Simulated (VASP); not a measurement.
Here is a VASP 6.6.1 calculation.

The input INCAR:

```
SYSTEM = MoS2
  ALGO = Normal
  EDIFF = 1E-6
  ENCUT = 500
  GGA = PE
  GGA_COMPAT = .FALSE.
  ISIF = 2
  ISMEAR = 0
  IVDW = 12
  LASPH = .TRUE.
  LCHARG = .FALSE.
  LREAL = .FALSE.
  LWAVE = .FALSE.
  NBANDS = 20
  NELM = 120
  PREC = Accurate
  SIGMA = 0.05
```

The input KPOINTS:

```
k-points
0
G
  12 12 4
  0 0 0
```

The input POSCAR:

```
MoS2
1.0
    3.1494351579      0.0000000000      0.0000000000
   -1.5747175790      2.7274908543      0.0000000000
    0.0000000000      0.0000000000      6.6448340996
Mo S
1 2
Direct
    0.0000000000      0.0000000000      0.0000000000
    0.3333333333      0.6666666667      0.2232580192
    0.3333333333      0.6666666667      0.7767419808
```

Potentials or basis: VASP PAW PBE potentials, release 64 (Mo_sv, S).

Launch:

```sh
$ cat potpaw_PBE.64/Mo_sv/POTCAR potpaw_PBE.64/S/POTCAR > POTCAR
$ mpirun -np 1 vasp_std > vasp.out
```

(1) What does it give for the largest force?

(2) Estimate the pressure.

(3) What does it give for the band gap on the k mesh?

(4) Predict the dispersion energy per atom.

Answers

(1) 1.796 eV/Å.

(2) 8.2 GPa.

(3) 0.83 eV, indirect (least direct gap 1.61 eV).

(4) -0.399 eV.

Caveat: forces of over 1 eV/Å act on the atoms, so gaps and moduli don't describe the material at rest.
